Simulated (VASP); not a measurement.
**F: single point with PBEsol**

The system is F.

```
CELL_PARAMETERS angstrom
2.95806 -1.70411 -0.16500
2.95806 1.70411 -0.16500
-2.07782 0.00000 7.13574
ATOMIC_POSITIONS crystal
F 0.94516 0.62048 0.08938
F 0.37952 0.05484 0.41062
F 0.05484 0.37952 0.91062
F 0.62048 0.94516 0.58938
```

This cell differs from its parent crystal: strained.

| Item | Value |
| --- | --- |
| Program | VASP 6.6.1 |
| Task | single point |
| Functional | PBEsol |
| Potentials or basis | VASP PAW PBE potentials, release 64 (F) |
| Cutoff | 520 eV |
| k mesh | 10 × 10 × 4 |
| Occupations | gaussian, width 0.02 eV |
| Spin | no spin polarisation |

| Item | Value |
| --- | --- |
| Pressure | 1.5 GPa |
| Largest force | 0.870 eV/Å |
| Band gap on the k mesh | 3.12 eV (least direct gap 3.13 eV) |

Forces in eV/Å, atoms in the order of the input:
```
F   -0.002  0.348  0.797
F    0.002  0.348 -0.797
F    0.002 -0.348 -0.797
F   -0.002 -0.348  0.797
```

Stress tensor (GPa, compression positive):
```
-0.39  0.00  0.20
 0.00  0.65  0.00
 0.20  0.00  4.16
```

Levels at points of the mesh, in eV from the valence-band top:
| k point | band 11 | band 12 | band 13 | band 14 | band 15 | band 16 | band 17 | band 18 |
| --- | --- | --- | --- | --- | --- | --- | --- | --- |
| (0.00, 0.00, 0.00) | -0.29 | -0.27 | -0.21 | -0.01 | 3.12 | 3.91 | 8.75 | 11.25 |
| (0.50, 0.00, 0.00) | -0.34 | -0.30 | -0.14 | -0.14 | 3.59 | 3.60 | 12.87 | 13.15 |
| (0.50, 0.50, 0.00) | -0.54 | -0.36 | -0.33 | -0.09 | 3.55 | 3.63 | 13.16 | 13.58 |
| (0.00, 0.00, 0.50) | -0.28 | -0.28 | -0.12 | -0.12 | 3.49 | 3.49 | 9.61 | 9.61 |
| (0.50, 0.00, 0.50) | -0.42 | -0.32 | -0.14 | 0.00 | 3.42 | 3.74 | 13.03 | 13.28 |
| (0.50, 0.50, 0.50) | -0.38 | -0.38 | -0.29 | -0.29 | 3.61 | 3.61 | 12.93 | 12.93 |

It took 78 s on 1 thread of Intel(R) Xeon(R) 6975P-C (Granite Rapids), with other jobs on the host, peak memory 0.26 GiB.

Caveat: the cell differs from its parent crystal (strained); this functional lacks dispersion, which holds the molecules together, so the pressure and a relaxed volume are unreliable; the PAW data sets were made with another functional, which shifts forces and pressure a little. A k mesh can miss the band edges.
